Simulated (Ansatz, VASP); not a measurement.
Re: VASP beside Ansatz

The input INCAR:

```
PREC     = Accurate       # precision mode
ENCUT    = 520            # plane-wave cutoff, eV
EDIFF    = 1E-6           # SCF threshold, eV
ISMEAR   = 0              # smearing method
SIGMA    = 0.15           # smearing width, eV
LREAL    = False          # projectors in reciprocal space
LASPH    = True           # aspherical terms in the spheres
NELM     = 80             # most SCF steps
ALGO     = Normal         # electronic algorithm
ISIF     = 2              # what is computed and relaxed
LWAVE    = False          # write WAVECAR
LCHARG   = False          # write CHGCAR
GGA      = PS             # functional
NBANDS   = 14             # bands
```

The input KPOINTS:

```
regular mesh
0
Gamma
  18 18 10
```

The input POSCAR:

```
Re
1.0
    2.7502953086      0.0000000000      0.0000000000
   -1.3751476543      2.3818256051      0.0000000000
    0.0000000000      0.0000000000      4.4432902328
Re
2
Direct
    0.3333333333      0.6666666667      0.2187843934
    0.6666666667      0.3333333333      0.7812156066
```

Input for Ansatz:

```yaml
crystal:
  lattice:
    - [2.7502953086, 0.0, 0.0]
    - [-1.3751476543, 2.3818256051, 0.0]
    - [0.0, 0.0, 4.4432902328]
  atoms:
    - { symbol: Re, position: [0.3333333333, 0.6666666667, 0.2187843934] }
    - { symbol: Re, position: [0.6666666667, 0.3333333333, 0.7812156066] }
basis:
  ecutwfc: 420
kpoints:
  mp_grid: { grid: [18, 18, 10] }
hamiltonian:
  xc: pbesol
  pseudopotentials: { kind: paw }
scf:
  occupations: { method: gaussian, width: 0.15 }
output:
  forces: true
  stress: true
  eigenvalues: true
```

Change from the starting cell: mode 4 frozen in at -0.139 Å, equal normal strain along x, y and z +0.0000.

Alike in both runs: task single point; functional PBEsol; k mesh 18 × 18 × 10; occupations gaussian, width 0.15 eV; no spin polarisation.

|  | VASP | Ansatz |
| --- | --- | --- |
| version | VASP 6.6.1 | Ansatz 0.2.0 |
| potentials or method | VASP PAW PBE potentials, release 64 (Re), cutoff 520 eV | scalar-relativistic, plane waves, PAW |
| valence electrons in the cell | 14 | 30 |

Ansatz gave:

```
gap on the k mesh at the Fermi level (eV)                     : none
pressure (GPa)                                                : 13.8
traceless stress, the component that is largest in VASP (GPa) : 7.76
rms of the force components (eV/Å)                            : 2.085
```

Estimate VASP's values.

gap on the k mesh at the Fermi level (eV): none; pressure (GPa): 13.9; traceless stress, the component that is largest in VASP (GPa): 7.38; rms of the force components (eV/Å): 2.039.

VASP's potentials were made for PBE, not for PBEsol. Atom by atom the forces differ by 0.045 eV/Å (rms over components). A gap of «none» marks a metal or a gap that the smearing closes. VASP's potentials hold 14 valence electrons a cell and Ansatz's 30, so a difference there can come from the potentials and not from the codes.

Spin-orbit coupling is off throughout.
